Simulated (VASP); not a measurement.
# Si2Ni (Fm-3m) in VASP: further runs, part 2 of 2

VASP 6.6.1. The steps go on from the part before.

## (3) Single point, PBEsol

The input, INCAR:

```
SYSTEM = Si2Ni
PREC     = Accurate       ! precision mode
ENCUT    = 520            ! plane-wave cutoff, eV
EDIFF    = 1E-6           ! SCF threshold, eV
ISMEAR   = -1             ! smearing method
SIGMA    = 0.001          ! smearing width, eV
LREAL    = .FALSE.        ! projectors in reciprocal space
LASPH    = .TRUE.         ! aspherical terms in the spheres
NELM     = 100            ! most SCF steps
ALGO     = Normal         ! electronic algorithm
ISIF     = 2              ! what is computed and relaxed
LWAVE    = .FALSE.        ! write WAVECAR
LCHARG   = .FALSE.        ! write CHGCAR
GGA      = PS             ! functional
NBANDS   = 16             ! bands
```

The input, KPOINTS:

```
Automatic mesh
0
G
  10 10 10
  0 0 0
```

The input, POSCAR:

```
Si2Ni
1.0
    0.0000000000      2.6957256792      2.6957256792
    2.6957256792      0.0000000000      2.6957256792
    2.6957256792      2.6957256792      0.0000000000
Si Ni
2 1
Direct
    0.2500000000      0.2500000000      0.2500000000
    0.7500000000      0.7500000000      0.7500000000
    0.0000000000      0.0000000000      0.0000000000
```

Potentials or basis: VASP PAW PBE potentials, release 64 (Si, Ni).

Launch:

```sh
$ cat potpaw_PBE.64/Si/POTCAR potpaw_PBE.64/Ni/POTCAR > POTCAR
$ mpirun -np 1 vasp_std > vasp.out
```

OUTCAR:

```text
SYSTEM = Si2Ni
   PREC = Accurate
   ENCUT = 520
   EDIFF = 1E-6
   ISMEAR = -1
   LREAL = .FALSE.
   LASPH = .TRUE.
   NELM = 100
   ISIF = 2
   GGA = PS

 ion  position               nearest neighbor table
   1  0.250  0.250  0.250-   3 2.33   3 2.33   3 2.33   3 2.33   2 2.70   2 2.70   2 2.70   2 2.70
                             2 2.70   2 2.70
   2  0.750  0.750  0.750-   3 2.33   3 2.33   3 2.33   3 2.33   1 2.70   1 2.70   1 2.70   1 2.70
                             1 2.70   1 2.70
   3  0.000  0.000  0.000-   2 2.33   2 2.33   2 2.33   1 2.33   2 2.33   1 2.33   1 2.33   1 2.33

  LATTYP: Found a face centered cubic cell.
 ALAT       =     5.3914513584

  Lattice vectors:

 A1 = (   0.0000000000,   2.6957256792,   2.6957256792)
 A2 = (   2.6957256792,   0.0000000000,   2.6957256792)
 A3 = (   2.6957256792,   2.6957256792,   0.0000000000)

Analysis of symmetry for initial positions (statically):
=====================================================================
 Subroutine PRICEL returns:
 Original cell was already a primitive cell.

 Routine SETGRP: Setting up the symmetry group for a
 face centered cubic supercell.

 Subroutine GETGRP returns: Found 48 space group operations
[... 170 lines left out ...]
 fundamental gap:      0.0072386736
 Fermi energy:        10.5071480418

 k-point     1 :       0.0000    0.0000    0.0000
  band No.  band energies     occupation
      1      -3.4486      2.00000
      2       5.2116      2.00000
      3       5.2116      2.00000
      4       5.2116      2.00000
      5       6.9151      2.00000
      6       6.9151      2.00000
[... 433 lines left out ...]
      3       4.5505      2.00000
      4       5.5546      2.00000
      5       5.5936      2.00000
      6       7.1026      2.00000
[... 8 lines left out ...]
     15      19.4178      0.00000
     16      21.1425      0.00000

 [... further k-points ...]

------------------------ aborting loop because EDIFF is reached ----------------------------------------

  FORCE on cell =-STRESS in cart. coord.  units (eV):
  Direction    XX          YY          ZZ          XY          YZ          ZX
  --------------------------------------------------------------------------------------
  -------------------------------------------------------------------------------------
  Total       -0.0126496     -0.0126496     -0.0126496      0.0000000      0.0000000      0.0000000
  in kB       -0.5172835     -0.5172835     -0.5172835      0.0000000      0.0000000      0.0000000
  external PRESSURE =      -0.5172835 kB  Pullay stress =       0.0000000 kB

 VOLUME and BASIS-vectors are now :
 -----------------------------------------------------------------------------
  energy-cutoff  :      520.00
  volume of cell :       39.18
      direct lattice vectors                 reciprocal lattice vectors
     0.000000000  2.695725679  2.695725679    -0.185478813  0.185478813  0.185478813
     2.695725679  0.000000000  2.695725679     0.185478813 -0.185478813  0.185478813
     2.695725679  2.695725679  0.000000000     0.185478813  0.185478813 -0.185478813

 POSITION                                       TOTAL-FORCE (eV/Angst)
 -----------------------------------------------------------------------------------
      1.34786      1.34786      1.34786         0.000000      0.000000      0.000000
      4.04359      4.04359      4.04359        -0.000000     -0.000000     -0.000000
      0.00000      0.00000      0.00000         0.000000     -0.000000      0.000000
 -----------------------------------------------------------------------------------
    total drift:                               -0.000000     -0.000000      0.000000

  FREE ENERGIE OF THE ION-ELECTRON SYSTEM (eV)
  ---------------------------------------------------
  free  energy   TOTEN  =       -18.9810422815 eV

  energy  without entropy=      -18.9810311975  energy(sigma->0) =      -18.98103674
```

OSZICAR:

```text
N       E                     dE             d eps       ncg     rms          rms(c)
DAV:   1     0.618388032926E+02    0.61839E+02   -0.77535E+03  1512   0.116E+03
DAV:   2    -0.180471025448E+02   -0.79886E+02   -0.72803E+02  1688   0.212E+02
DAV:   3    -0.212168170353E+02   -0.31697E+01   -0.31105E+01  2008   0.456E+01
DAV:   4    -0.212640607606E+02   -0.47244E-01   -0.47205E-01  1792   0.544E+00
DAV:   5    -0.212652351115E+02   -0.11744E-02   -0.11743E-02  1936   0.872E-01    0.173E+01
DAV:   6    -0.262698798658E+02   -0.50046E+01   -0.44442E+01  1560   0.155E+02    0.256E+01
DAV:   7    -0.191463245032E+02    0.71236E+01   -0.13313E+01  1864   0.956E+01    0.390E+00
DAV:   8    -0.190299459037E+02    0.11638E+00   -0.16985E+00  2040   0.207E+01    0.265E+00
DAV:   9    -0.189836394765E+02    0.46306E-01   -0.25384E-01  1888   0.870E+00    0.650E-01
DAV:  10    -0.189811790663E+02    0.24604E-02   -0.90458E-03  2088   0.185E+00    0.291E-01
DAV:  11    -0.189810293243E+02    0.14974E-03   -0.11591E-03  2280   0.453E-01    0.550E-02
DAV:  12    -0.189810483146E+02   -0.18990E-04   -0.96916E-05  2072   0.178E-01    0.286E-02
DAV:  13    -0.189810423904E+02    0.59242E-05   -0.22604E-05  1904   0.114E-01    0.867E-03
DAV:  14    -0.189810422815E+02    0.10890E-06   -0.15491E-06  1240   0.122E-02
   1 F= -.18981042E+02 E0= -.18981037E+02  d E =-.110840E-04
```

Wall time 16 s (1 thread of Intel Xeon Platinum 8559C (Emerald Rapids), shared host); peak memory 0.17 GiB.

Results:

```
Free energy            : -18.9810 eV
Pressure               : -0.1 GPa
Band gap on the k mesh : zero (bands 9 and 10 overlap by 2.13 eV)
```

Caveat: the PAW data sets were made with another functional, which shifts forces and pressure a little. Spin polarisation is off, so any magnetic state and its effect on volume and gap are missing.

## (4) Relaxation of cell and atoms, PBEsol

This run uses another cell than the first one, of 13.17 Å³/atom.

The input, INCAR:

```
SYSTEM = Si2Ni
ALGO     = Normal         ! electronic algorithm
EDIFF    = 1E-6           ! SCF threshold, eV
EDIFFG   = -0.002         ! ionic threshold
ENCUT    = 600            ! plane-wave cutoff, eV
GGA      = PS             ! functional
IBRION   = 2              ! ionic algorithm
ISIF     = 3              ! what is computed and relaxed
ISMEAR   = -1             ! smearing method
LASPH    = .TRUE.         ! aspherical terms in the spheres
LCHARG   = .FALSE.        ! write CHGCAR
LREAL    = .FALSE.        ! projectors in reciprocal space
LWAVE    = .FALSE.        ! write WAVECAR
NELM     = 100            ! most SCF steps
NSW      = 100            ! ionic steps
PREC     = Accurate       ! precision mode
SIGMA    = 0.1            ! smearing width, eV
```

The input, KPOINTS:

```
k-points
0
G
  10 10 10
  0 0 0
```

The input, POSCAR:

```
Si2Ni
1.0
    0.0000000000      2.7030000000      2.7030000000
    2.7030000000      0.0000000000      2.7030000000
    2.7030000000      2.7030000000      0.0000000000
Si Ni
2 1
Direct
    0.2500000000      0.2500000000      0.2500000000
    0.7500000000      0.7500000000      0.7500000000
    0.0000000000      0.0000000000      0.0000000000
```

Launch:

```sh
$ cat potpaw_PBE.64/Si/POTCAR potpaw_PBE.64/Ni/POTCAR > POTCAR
$ mpirun -np 1 vasp_std > vasp.out
```

It took 34 s on 1 thread of Intel Xeon Platinum 8559C (Emerald Rapids), shared host; peak memory 0.19 GiB.

The run converged. Its results:

* Free energy: -18.9971 eV
* Relaxed volume: 13.06 Å³/atom
* Relaxed cell: a = 3.813 Å, b = 3.813 Å, c = 3.813 Å, α = 60.00°, β = 60.00°, γ = 60.00°
* Space group after relaxing (to 0.1 Å): Fm-3m (No. 225)
* Energy gained by relaxing: 0.4 meV/atom
* Ionic steps: 3
* Pressure after relaxing: 0.0 GPa
* Band gap on the k mesh: zero (bands 9 and 10 overlap by 2.14 eV)

The path:
```
step  energy change (eV)  largest force (eV/Å)  pressure (GPa)  volume (Å³)
   1              0.0000                0.0000           -1.38        39.50
   2              0.0002                0.0000            1.45        38.85
   3             -0.0012                0.0000            0.00        39.19
```

Final structure:
```
CELL_PARAMETERS angstrom
0.00000 2.69594 2.69594
2.69594 0.00000 2.69594
2.69594 2.69594 0.00000
ATOMIC_POSITIONS crystal
Si 0.25000 0.25000 0.25000
Si 0.75000 0.75000 0.75000
Ni 0.00000 0.00000 0.00000
```

Levels at points of the mesh, in eV from the Fermi level:
```
           k point  band 7  band 8  band 9  band 10  band 11  band 12
(0.00, 0.00, 0.00)   -0.19    1.73    1.73     1.73     2.26     2.26
(0.50, 0.00, 0.00)   -3.37   -1.45   -1.45     1.77     1.82     1.82
(0.50, 0.50, 0.00)   -3.66   -3.48   -3.15    -0.40     1.34     7.77
```

Caveat: the PAW data sets were made with another functional, which shifts forces and pressure a little. Spin polarisation is off, so any magnetic state and its effect on volume and gap are missing.

## (5) Relaxation of cell and atoms, PBEsol

This run uses another cell than the first one, of 13.17 Å³/atom.

The input, INCAR:

```
SYSTEM = Si2Ni
ALGO = Normal
EDIFF = 1E-6
EDIFFG = -0.002
ENCUT = 600
GGA = PS
IBRION = 2
ISIF = 3
ISMEAR = -1
LASPH = .TRUE.
LCHARG = .FALSE.
LREAL = .FALSE.
LWAVE = .FALSE.
NELM = 100
NSW = 100
PREC = Accurate
SIGMA = 0.001
```

KPOINTS is that of step 4.

POSCAR is that of step 4.

Launch:

```sh
$ cat potpaw_PBE.64/Si/POTCAR potpaw_PBE.64/Ni/POTCAR > POTCAR
$ mpirun -np 1 vasp_std > vasp.out
```

Run time: 45 s. Hardware: 1 thread of Intel Xeon Platinum 8559C (Emerald Rapids), shared host; peak memory 0.2 GiB.

Results (log left out):

```yaml
Free_energy: -18.9811 eV
Relaxed_volume: 13.06 Å³/atom
Relaxed_cell: a = 3.812 Å, b = 3.812 Å, c = 3.812 Å, α = 60.00°, β = 60.00°, γ = 60.00°
Space_group_after_relaxing_to_0.1_Å: Fm-3m (No. 225)
Energy_gained_by_relaxing: 0.4 meV/atom
Ionic_steps: 5
Pressure_after_relaxing: 0.0 GPa
Band_gap_on_the_k_mesh: zero (bands 9 and 10 overlap by 2.13 eV)
```

Step by step:
```csv
step,energy change (eV),largest force (eV/Å),pressure (GPa),volume (Å³)
1,0.0000,0.0000,-1.42,39.50
2,0.0004,0.0000,1.52,38.83
3,-0.0013,0.0000,-0.07,39.19
4,-0.0013,0.0000,0.12,39.17
5,-0.0013,0.0000,0.01,39.18
```

Final structure:
```cif
data_structure
_symmetry_space_group_name_H-M 'P 1'
_symmetry_Int_Tables_number 1
_cell_length_a 3.8125
_cell_length_b 3.8125
_cell_length_c 3.8125
_cell_angle_alpha 60.000
_cell_angle_beta 60.000
_cell_angle_gamma 60.000
_cell_volume 39.18
loop_
_atom_site_label
_atom_site_type_symbol
_atom_site_fract_x
_atom_site_fract_y
_atom_site_fract_z
_atom_site_occupancy
Si1 Si 0.25000 0.25000 0.25000 1
Si2 Si 0.75000 0.75000 0.75000 1
Ni1 Ni 0.00000 0.00000 0.00000 1
```

Levels at points of the mesh, in eV from the Fermi level:
```csv
k point,band 5,band 6,band 7,band 8,band 9,band 10,band 11,band 12,band 13
"(0.00, 0.00, 0.00)",-3.59,-3.59,-0.23,1.70,1.70,1.70,2.22,2.22,2.22
"(0.50, 0.00, 0.00)",-3.80,-3.41,-3.41,-1.48,-1.48,1.73,1.79,1.79,2.63
"(0.50, 0.50, 0.00)",-4.59,-3.69,-3.69,-3.52,-3.18,-0.44,1.30,7.74,8.35
```

Caveat: the PAW data sets were made with another functional, which shifts forces and pressure a little. Spin polarisation is off, so any magnetic state and its effect on volume and gap are missing.

## (6) The runs side by side

```csv
task,cell,cutoff (eV),smearing,gap on the mesh (eV),pressure (GPa),relaxed volume (Å³/atom)
single point,"a = 3.812 Å, angles 60.0°, 3 atoms",520,fermi-dirac 0.1 eV,none,0.0,-
single point,"a = 3.812 Å, angles 60.0°, 3 atoms",520,fermi-dirac 0.001 eV,none,-0.1,-
relaxation of cell and atoms,"relaxed from a = 3.823 Å, angles 60.0°, 3 atoms",600,fermi-dirac 0.1 eV,none,0.0,13.06
relaxation of cell and atoms,"relaxed from a = 3.823 Å, angles 60.0°, 3 atoms",600,fermi-dirac 0.001 eV,none,0.0,13.06
```

Alike in all rows: level PBEsol; potentials or basis VASP PAW PBE potentials, release 64 (Si, Ni); no spin polarisation; k mesh 10 × 10 × 10.

Caveats: the PAW data sets were made with another functional, which shifts forces and pressure a little.

Total energies depend on the potentials used, so only differences within one code and one set of settings carry meaning.

The gap in the log of VASP goes by the Fermi energy; the results here count the filled bands.